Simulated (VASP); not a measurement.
# KScSe2 (Pmmn) in VASP: a series of runs

Runs on KScSe2. Level: PBE. Tasks: single point.

Everything below comes from runs of VASP 6.6.1. Logs are shortened: lines on timing, memory, paths and dates and some standing lists are left out, and cuts for length are marked.

### 1 The cell of the first run

Symmetry: Pmmn, No. 59, orthorhombic system. The conventional cell has a = 3.851 Å, b = 5.809 Å, c = 8.999 Å, α = 90.00°, β = 90.00°, γ = 90.00°. Within 4.0 Å of K (site symmetry mm2) lie 6 Se at 3.00 to 3.32 Å and 6 K at 3.85 to 3.99 Å. Se (site symmetry mm2) has 2 Sc at 2.61 Å and 4 K at 3.00 to 3.32 Å within 3.4 Å. Se (site symmetry mm2) has 4 Sc at 2.68 to 2.91 Å and 2 K at 3.30 Å and 1 Se at 3.62 Å within 3.7 Å. Sc (site symmetry mm2) has 6 Se at 2.61 to 2.91 Å within 3.4 Å.

### 2 Single point, PBE (25.16 Å³/atom)

INCAR reads:

```
SYSTEM = KScSe2
  PREC = Accurate
  ENCUT = 520
  EDIFF = 1E-6
  ISMEAR = 0
  SIGMA = 0.01
  LREAL = .False.
  LASPH = .True.
  NELM = 80
  ALGO = Normal
  ISIF = 2
  LWAVE = .False.
  LCHARG = .False.
  GGA = PE
  NBANDS = 42
```

KPOINTS reads:

```
regular mesh
0
Gamma
  6 4 2
  0 0 0
```

POSCAR reads:

```
KScSe2
1.0
    3.8510336936      0.0000000000      0.0000000000
    0.0000000000      5.8092810126      0.0000000000
    0.0000000000      0.0000000000      8.9986705228
K Se Sc
2 4 2
Direct
    0.0000000000      0.0000000000      0.8918243125
    0.5000000000      0.5000000000      0.1081756875
    0.0000000000      0.5000000000      0.8082447932
    0.5000000000      0.0000000000      0.1917552068
    0.0000000000      0.5000000000      0.4060193436
    0.5000000000      0.0000000000      0.5939806564
    0.0000000000      0.0000000000      0.3873383417
    0.5000000000      0.5000000000      0.6126616583
```

Potentials or basis: VASP PAW PBE potentials, release 64 (K_sv, Se, Sc_sv).

Started as:

```
cat potpaw_PBE.64/K_sv/POTCAR potpaw_PBE.64/Se/POTCAR potpaw_PBE.64/Sc_sv/POTCAR > POTCAR
mpirun -np 1 vasp_std > vasp.out
```

OUTCAR:

```text
SYSTEM = KScSe2
   PREC = Accurate
   ENCUT = 520
   EDIFF = 1E-6
   ISMEAR = 0
   LREAL = .False.
   LASPH = .True.
   NELM = 80
   ISIF = 2
   GGA = PE

 ion  position               nearest neighbor table
   1  0.000  0.000  0.892-   3 3.00   3 3.00   6 3.30   6 3.30
   2  0.500  0.500  0.108-   4 3.00   4 3.00   5 3.30   5 3.30
   3  0.000  0.500  0.808-   8 2.61   8 2.61   1 3.00   1 3.00
   4  0.500  0.000  0.192-   7 2.61   7 2.61   2 3.00   2 3.00
   5  0.000  0.500  0.406-   8 2.68   8 2.68   7 2.91   7 2.91   2 3.30   2 3.30
   6  0.500  0.000  0.594-   7 2.68   7 2.68   8 2.91   8 2.91   1 3.30   1 3.30
   7  0.000  0.000  0.387-   4 2.61   4 2.61   6 2.68   6 2.68   5 2.91   5 2.91
   8  0.500  0.500  0.613-   3 2.61   3 2.61   5 2.68   5 2.68   6 2.91   6 2.91

  LATTYP: Found a simple orthorhombic cell.
 ALAT       =     3.8510336936
 B/A-ratio  =     1.5084991394
 C/A-ratio  =     2.3366896368

  Lattice vectors:

 A1 = (   3.8510336936,   0.0000000000,   0.0000000000)
 A2 = (   0.0000000000,   5.8092810126,   0.0000000000)
 A3 = (   0.0000000000,   0.0000000000,   8.9986705228)

Analysis of symmetry for initial positions (statically):
=====================================================================
 Subroutine PRICEL returns:
 Original cell was already a primitive cell.

 Routine SETGRP: Setting up the symmetry group for a
 simple orthorhombic supercell.

 Subroutine GETGRP returns: Found  8 space group operations
 (whereof  4 operations were pure point group operations)
 out of a pool of  8 trial point group operations.

The static configuration has the point symmetry C_2v.
 The point group associated with its full space group is D_2h.

Analysis of symmetry for dynamics (positions and initial velocities):
=====================================================================
 Subroutine PRICEL returns:
 Original cell was already a primitive cell.

 Routine SETGRP: Setting up the symmetry group for a
 simple orthorhombic supercell.

 Subroutine GETGRP returns: Found  8 space group operations
 (whereof  4 operations were pure point group operations)
 out of a pool of  8 trial point group operations.

The dynamic configuration has the point symmetry C_2v.
 The point group associated with its full space group is D_2h.

 Subroutine INISYM returns: Found  8 space group operations
 (whereof  4 operations are pure point group operations),
 and found     1 'primitive' translations

----------------------------------------------------------------------------------------

                                     Primitive cell

  volume of cell :     201.3159

  direct lattice vectors                    reciprocal lattice vectors
     3.851033694  0.000000000  0.000000000     0.259670540  0.000000000  0.000000000
     0.000000000  5.809281013  0.000000000     0.000000000  0.172138342  0.000000000
     0.000000000  0.000000000  8.998670523     0.000000000  0.000000000  0.111127527

  length of vectors
     3.851033694  5.809281013  8.998670523     0.259670540  0.172138342  0.111127527

  position of ions in fractional coordinates (direct lattice)
     0.000000000  0.000000000  0.891824312
     0.500000000  0.500000000  0.108175688
     0.000000000  0.500000000  0.808244793
     0.500000000  0.000000000  0.191755207
     0.000000000  0.500000000  0.406019344
     0.500000000  0.000000000  0.593980656
     0.000000000  0.000000000  0.387338342
     0.500000000  0.500000000  0.612661658

  ion indices of the primitive-cell ions
   primitive index   ion index
                 1           1
                 2           2
                 3           3
                 4           4
                 5           5
                 6           6
                 7           7
                 8           8

----------------------------------------------------------------------------------------

 KPOINTS: regular mesh

Automatic generation of k-mesh.
 Grid dimensions read from file:
 generate k-points for:    6    4    2

 Generating k-lattice:

  Cartesian coordinates                     Fractional coordinates (reciprocal lattice)
     0.043278423  0.000000000  0.000000000     0.166666667  0.000000000  0.000000000
     0.000000000  0.043034585  0.000000000     0.000000000  0.250000000  0.000000000
     0.000000000  0.000000000  0.055563763     0.000000000  0.000000000  0.500000000

  Length of vectors
     0.043278423  0.043034585  0.055563763

  Shift w.r.t. Gamma in fractional coordinates (k-lattice)
     0.000000000  0.000000000  0.000000000

 Subroutine IBZKPT returns following result:
 ===========================================

 Found     24 irreducible k-points:

 Following reciprocal coordinates:
            Coordinates               Weight
  0.000000  0.000000  0.000000      1.000000
  0.166667  0.000000  0.000000      2.000000
  0.333333  0.000000  0.000000      2.000000
  0.500000  0.000000  0.000000      1.000000
  0.000000  0.250000  0.000000      2.000000
  0.166667  0.250000  0.000000      4.000000
[... 16 lines left out ...]
  0.333333  0.500000  0.500000      2.000000
  0.500000  0.500000  0.500000      1.000000
   k-points           NKPTS =     24   k-points in BZ     NKDIM =     24   number of bands    NBANDS=     42
   number of dos      NEDOS =    301   number of ions     NIONS =      8
   total plane-waves  NPLWV = 100800
   dimension x,y,z NGX =    30 NGY =   48 NGZ =   70
   dimension x,y,z NGXF=    60 NGYF=   96 NGZF=  140
   ions per type =               2   4   2
   NGX,Y,Z   is equivalent  to a cutoff of  12.95, 13.74, 12.93 a.u.
   NGXF,Y,Z  is equivalent  to a cutoff of  25.90, 27.47, 25.86 a.u.
 SYSTEM =  KScSe2
   PREC   = accura    normal or accurate (medium, high low for compatibility)
   ISTART =      0    job   : 0-new  1-cont  2-samecut
   ICHARG =      2    charge: 1-file 2-atom 10-const
   ISPIN  =      1    spin polarized calculation?
   LNONCOLLINEAR =      F non collinear calculations
   LSORBIT =      F    spin-orbit coupling
   LASPH  =      T    aspherical Exc in radial PAW
   ENCUT  =  520.0 eV  38.22 Ry    6.18 a.u.   7.16 10.80 16.73*2*pi/ulx,y,z
   NELM   =     80;   NELMIN=  2; NELMDL= -5     # of ELM steps
   EDIFF  = 0.1E-05   stopping-criterion for ELM
   LREAL  =      F    real-space projection
   EDIFFG = 0.1E-04   stopping-criterion for IOM
   NSW    =      0    number of steps for IOM
   IBRION =     -1    ionic relax: 0-MD 1-quasi-New 2-CG
   NFREE  =      0    steps in history (QN), initial steepest desc. (CG)
   ISIF   =      2    stress and relaxation
   ISYM   =      2    0-nonsym 1-usesym 2-fastsym
   POTIM  = 0.5000    time-step for ionic-motion
   TEBEG  =    0.0;   TEEND  =   0.0 temperature during run
   PSTRESS=    0.0 pullay stress
   NELECT =      64.0000    total number of electrons
   NUPDOWN=      -1.0000    fix difference up-down
   EMIN   =  10.00;   EMAX   =-10.00  energy-range for DOS
   EFERMI =   0.00;   METHOD = LEGACY
   ISMEAR =     0;   SIGMA  =   0.01  broadening in eV -4-tet -1-fermi 0-gaus
   EFERMI_NEDOS =   21; number of points for ismear=-14 and -15
   IALGO  =     38    algorithm
   IMIX   =      4    mixing-type and parameters
     AMIX     =   0.40;   BMIX     =  1.00
     AMIX_MAG =   1.60;   BMIX_MAG =  1.00
  volume/ion in A,a.u.               =      25.16       169.82
  Fermi-wavevector in a.u.,A,eV,Ry     =   1.117315  2.111418 16.985403  1.248392
  Thomas-Fermi vector in A             =   2.253936
   LORBIT       =      0    0 simple, 1 ext, 2 COOP (PROOUT), +10 PAW based schemes
   GGA     = PE    functional components
   LHFCALC =     F    Hartree Fock is set to
   AEXX    =    0.0000 exact exchange contribution
   IVDW    =     0    specifies the selected vdW correction
   LEPSILON=     F    determine dielectric tensor
   LRPA    =     F    only Hartree local field effects (RPA)
 non-spin polarized calculation
 Gauss-broadening in eV      SIGMA  =   0.01
  energy-cutoff  :      520.00
  volume of cell :      201.32
 maximum number of plane-waves:      5454
 NGX is ok and might be reduce to    30
   NGX = 15   NGY = 21   NGZ = 33

 number of electron      64.0000007 magnetization

 Free energy of the ion-electron system (eV)
  ---------------------------------------------------
  ext. energy  EPLUGINS =         0.00000000
  ---------------------------------------------------
  free energy    TOTEN  =       -40.83920557 eV

  energy without entropy =      -40.83920557  energy(sigma->0) =      -40.83920557

 E-fermi :   2.5685     XC(G=0):  -9.1319

 val. band max:        2.4858883315   @ k =   0.0000   0.0000   0.0000
 cond. band min:       3.7708256823   @ k =   0.5000   0.0000   0.0000
 fundamental gap:      1.2849373508
 Fermi energy:         2.5684629932

 k-point     1 :       0.0000    0.0000    0.0000
  band No.  band energies     occupation
      1     -47.1052      2.00000
      2     -47.1026      2.00000
      3     -27.0992      2.00000
      4     -27.0733      2.00000
      5     -25.8058      2.00000
      6     -25.7817      2.00000
[... 34 lines left out ...]
     41       5.8892      0.00000
     42       6.5802      0.00000

 k-point     2 :       0.1667    0.0000    0.0000
  band No.  band energies     occupation
      1     -47.1044      2.00000
      2     -47.1021      2.00000
      3     -27.0929      2.00000
      4     -27.0705      2.00000
      5     -25.8032      2.00000
      6     -25.7824      2.00000
[... 34 lines left out ...]
     41       6.2028      0.00000
     42       6.2363      0.00000

 k-point     3 :       0.3333    0.0000    0.0000
  band No.  band energies     occupation
      1     -47.1025      2.00000
      2     -47.1012      2.00000
      3     -27.0790      2.00000
      4     -27.0660      2.00000
      5     -25.7969      2.00000
      6     -25.7849      2.00000
[... 897 lines left out ...]
      4     -27.0722      2.00000
      5     -25.7934      2.00000
      6     -25.7934      2.00000
[... 34 lines left out ...]
     41       6.6302      0.00000
     42       6.6302      0.00000

 k-point    24 :       0.5000    0.5000    0.5000
  band No.  band energies     occupation
      1     -47.1011      2.00000
      2     -47.1011      2.00000
      3     -27.0675      2.00000
      4     -27.0675      2.00000
      5     -25.7929      2.00000
      6     -25.7929      2.00000
[... 34 lines left out ...]
     41       6.5693      0.00000
     42       6.5693      0.00000

------------------------ aborting loop because EDIFF is reached ----------------------------------------

  FORCE on cell =-STRESS in cart. coord.  units (eV):
  Direction    XX          YY          ZZ          XY          YZ          ZX
  --------------------------------------------------------------------------------------
  -------------------------------------------------------------------------------------
  Total        4.8237465      3.5948289      4.8475564      0.0000000      0.0000000      0.0000000
  in kB       38.3899022     28.6095318     38.5793938      0.0000000      0.0000000      0.0000000
  external PRESSURE =      35.1929426 kB  Pullay stress =       0.0000000 kB

 VOLUME and BASIS-vectors are now :
 -----------------------------------------------------------------------------
  energy-cutoff  :      520.00
  volume of cell :      201.32
      direct lattice vectors                 reciprocal lattice vectors
     3.851033694  0.000000000  0.000000000     0.259670540  0.000000000  0.000000000
     0.000000000  5.809281013  0.000000000     0.000000000  0.172138342  0.000000000
     0.000000000  0.000000000  8.998670523     0.000000000  0.000000000  0.111127527

 POSITION                                       TOTAL-FORCE (eV/Angst)
 -----------------------------------------------------------------------------------
      0.00000      0.00000      8.02523         0.000000      0.000000      0.062020
      1.92552      2.90464      0.97344         0.000000      0.000000     -0.062020
      0.00000      2.90464      7.27313         0.000000      0.000000      0.354567
      1.92552      0.00000      1.72554         0.000000      0.000000     -0.354567
      0.00000      2.90464      3.65363         0.000000      0.000000     -0.353824
      1.92552      0.00000      5.34504         0.000000      0.000000      0.353824
      0.00000      0.00000      3.48553         0.000000      0.000000      0.035363
      1.92552      2.90464      5.51314         0.000000      0.000000     -0.035363
 -----------------------------------------------------------------------------------
    total drift:                                0.000000      0.000000      0.000000

  FREE ENERGIE OF THE ION-ELECTRON SYSTEM (eV)
  ---------------------------------------------------
  free  energy   TOTEN  =       -40.8392055714 eV

  energy  without entropy=      -40.8392055714  energy(sigma->0) =      -40.83920557
```

Run time: 4.9 min. Hardware: 1 thread of Intel Xeon 8259CL, shared host; peak memory 0.42 GiB.

What came out:

```
Free energy            : -40.8392 eV
Pressure               : 3.5 GPa
Largest force          : 0.355 eV/Å
Band gap on the k mesh : 1.28 eV (least direct gap 1.35 eV)
```

Forces on the atoms (eV/Å):
```
K    0.000  0.000  0.062
K    0.000  0.000 -0.062
Se   0.000  0.000  0.355
Se   0.000  0.000 -0.355
Se   0.000  0.000 -0.354
Se   0.000  0.000  0.354
Sc   0.000  0.000  0.035
Sc   0.000  0.000 -0.035
```

Levels at points of the mesh, in eV from the valence-band top:
| k point | band 29 | band 30 | band 31 | band 32 | band 33 | band 34 | band 35 | band 36 |
| --- | --- | --- | --- | --- | --- | --- | --- | --- |
| (0.00, 0.00, 0.00) | -0.91 | -0.48 | -0.25 | 0.00 | 1.35 | 1.78 | 1.80 | 2.03 |
| (0.50, 0.00, 0.00) | -1.48 | -1.48 | -1.05 | -1.05 | 1.28 | 1.28 | 2.35 | 2.35 |
| (0.00, 0.50, 0.00) | -0.79 | -0.79 | -0.65 | -0.65 | 1.63 | 1.63 | 2.51 | 2.51 |
| (0.50, 0.50, 0.00) | -1.72 | -1.72 | -1.24 | -1.24 | 2.15 | 2.15 | 2.43 | 2.43 |
| (0.00, 0.00, 0.50) | -1.21 | -0.96 | -0.31 | -0.07 | 1.55 | 1.78 | 1.80 | 2.12 |
| (0.50, 0.00, 0.50) | -1.51 | -1.51 | -1.07 | -1.07 | 1.38 | 1.38 | 2.38 | 2.38 |
| (0.00, 0.50, 0.50) | -0.74 | -0.74 | -0.70 | -0.70 | 1.76 | 1.76 | 2.51 | 2.51 |
| (0.50, 0.50, 0.50) | -1.65 | -1.65 | -1.16 | -1.16 | 2.13 | 2.13 | 2.42 | 2.42 |

Caveat: the cell stands under pressure.

(Part 1 of 2 ends here.)
